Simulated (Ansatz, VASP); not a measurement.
## One calculation of YPtS2, two programs

INCAR

```
SYSTEM = YPtS2
ALGO = Normal
EDIFF = 1E-6
EDIFFG = -0.04
ENCUT = 600
GGA = PE
IBRION = 2
ISIF = 3
ISMEAR = 0
LASPH = .TRUE.
LCHARG = .FALSE.
LREAL = .FALSE.
LWAVE = .FALSE.
NELM = 60
NSW = 90
PREC = Accurate
SIGMA = 0.1
```

The input KPOINTS:

```
k-points
0
G
  6 6 4
  0 0 0
```

Contents of POSCAR:

```
YPtS2
1.0
    3.5369881100      0.0000000000      0.0000000000
   -1.7684940600      3.0631215600      0.0000000000
    0.0000000000      0.0000000000      6.9324967000
Y Pt S
1 1 2
Direct
    0.0000000000      0.0000000000      0.5000000000
    0.0000000000      0.0000000000      0.0000000000
    0.3333333300      0.6666666700      0.2500000000
    0.3333333300      0.6666666700      0.7500000000
```

Input for Ansatz:

```yaml
crystal:
  lattice:
    - [3.53698811, 0.0, 0.0]
    - [-1.76849406, 3.06312156, 0.0]
    - [0.0, 0.0, 6.9324967]
  atoms:
    - { symbol: "Y", position: [0.0, 0.0, 0.5] }
    - { symbol: Pt, position: [0.0, 0.0, 0.0] }
    - { symbol: S, position: [0.33333333, 0.66666667, 0.25] }
    - { symbol: S, position: [0.33333333, 0.66666667, 0.75] }
basis:
  ecutwfc: 420
kpoints:
  mp_grid: { grid: [6, 6, 4] }
hamiltonian:
  xc: pbe
scf:
  occupations: { method: gaussian, width: 0.1 }
  lower_state_search: "off"
output:
  forces: true
  stress: true
  eigenvalues: true
relax:
  adjacent_minimum: "off"
  f_tol: 0.04
  max_steps: 70
  cell: { stress_tol: 0.4 }
```

Alike in both runs: task relaxation of cell and atoms; functional PBE; k mesh 6 × 6 × 4; occupations gaussian, width 0.1 eV; no spin polarisation.

|  | VASP | Ansatz |
| --- | --- | --- |
| version | VASP 6.6.1 | Ansatz 0.2.0 |
| potentials or method | VASP PAW PBE potentials, release 64 (Y_sv, Pt, S), cutoff 600 eV | scalar-relativistic, plane waves, PAW |
| valence electrons in the cell | 33 | 41 |

```csv
,VASP,Ansatz,Ansatz less VASP
"gap on the k mesh at the Fermi level, each at its own relaxed structure (eV)",none,none,-
relaxed volume (Å³/atom),19.46,19.50,+0.039
relaxed cell length with the largest relative difference (Å),3.719,3.722,+0.0031
```

A gap of «none» marks a metal or a gap that the smearing closes. VASP's potentials hold 33 valence electrons a cell and Ansatz's 41, so a difference there can come from the potentials and not from the codes.

Neither program's run includes spin-orbit coupling.
